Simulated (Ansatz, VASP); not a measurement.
## One calculation of Nb2PdSe4, two programs

```
Nb Pd Se
1.0
     6.13654    0.00000    0.08774
     0.00000    3.66629    0.00000
     0.07543    0.00000    6.42388
Nb Pd Se
2 1 4
Direct
  0.00000 0.50000 0.50000
  0.50000 0.00000 0.50000
  0.50000 0.00000 0.00000
  0.16160 0.00000 0.24984
  0.67681 0.50000 0.24644
  0.32319 0.50000 0.75356
  0.83840 0.00000 0.75016
```

Change from the starting cell: species swapped into the KCr2S4 type (P2/m, No. 10).

Alike in both runs: functional PBE; k mesh 2 × 3 × 2; occupations gaussian, width 0.15 eV; no spin polarisation.

Ansatz relaxed the structure, and its values are those at the end. VASP's run is a single point on that final structure, the one shown.

|  | VASP | Ansatz |
| --- | --- | --- |
| version | VASP 6.6.1 | Ansatz 0.2.0 |
| potentials or method | VASP PAW PBE potentials, release 64 (Nb_sv, Pd, Se), cutoff 520 eV | scalar-relativistic, plane waves, PAW |
| valence electrons in the cell | 60 | 108 |

```tsv
	VASP	Ansatz	Ansatz less VASP
gap on the k mesh at the Fermi level (eV)	none	none	-
pressure (GPa)	0.0	0.0	+0.03
rms of the force components (eV/Å)	0.025	0.025	-0.0001
```

A gap of «none» marks a metal or a gap that the smearing closes. VASP's potentials hold 60 valence electrons a cell and Ansatz's 108, so a difference there can come from the potentials and not from the codes.

The k mesh is coarse, so the values compare programs but aren't converged.
